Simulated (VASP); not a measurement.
Rb: single point with PBEsol

Rb:

```
Rb
1.0
     0.00000    3.42189    3.42189
     3.42189    0.00000    3.42189
     3.42189    3.42189    0.00000
Rb
1
Direct
  0.00000 0.00000 0.00000
```

This cell differs from its parent crystal: volume scaled by 0.92.

* Program: VASP 6.6.1
* Task: single point
* Functional: PBEsol
* Potentials or basis: VASP PAW PBE potentials, release 64 (Rb_sv)
* Cutoff: 520 eV
* k mesh: 9 × 9 × 9
* Occupations: fermi-dirac, width 0.1 eV
* Spin: no spin polarisation

```json
{
  "Pressure": "0.3 GPa"
}
```

Levels at points of the mesh, in eV from the Fermi level:
```
           k point  band 2  band 3  band 4  band 5  band 6  band 7  band 8  band 9
(0.00, 0.00, 0.00)  -12.84  -12.84  -12.84   -2.17    3.69    3.69    3.69    5.16
```

Run time: 22 s on 1 thread of AMD EPYC 7R13 Processor (Zen 3), on a shared host, peak memory 0.17 GiB.

Caveat: the PAW data sets were made with another functional, which shifts forces and pressure a little.
